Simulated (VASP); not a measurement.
Input of a VASP 6.6.1 run:

INCAR

```
ALGO = Normal ; EDIFF = 1E-6
ENCUT = 520 ; GGA = PS
ISIF = 2 ; ISMEAR = -1
LASPH = T ; LCHARG = F
LREAL = F ; LWAVE = F
NBANDS = 20 ; NELM = 80
PREC = Accurate ; SIGMA = 0.03
```

Contents of KPOINTS:

```
k-points
0
Gamma
  6 6 6
```

The input POSCAR:

```
SnSe2
1.0
    0.0000000000      3.3791101198      3.3791101198
    3.3791101198      0.0000000000      3.3791101198
    3.3791101198      3.3791101198      0.0000000000
Sn Se
1 2
Direct
    0.0000000000      0.0000000000      0.0000000000
    0.2500000000      0.2500000000      0.2500000000
    0.7500000000      0.7500000000      0.7500000000
```

Potentials or basis: VASP PAW PBE potentials, release 64 (Sn_d, Se).

Run with:

```bash
$ cat potpaw_PBE.64/Sn_d/POTCAR potpaw_PBE.64/Se/POTCAR > POTCAR
$ mpirun -np 1 vasp_std > vasp.out
```

Problem. Estimate the band gap on the k mesh.

Solution. Zero (band 13 reaches 5.01 eV, above the bottom of band 14 at 3.15 eV).

Problem. Estimate the pressure.

Solution. 0.0 GPa.

Caveat: the PAW data sets were made with another functional, which shifts forces and pressure a little; spin-orbit coupling is left out, which moves the levels of the heavy elements.
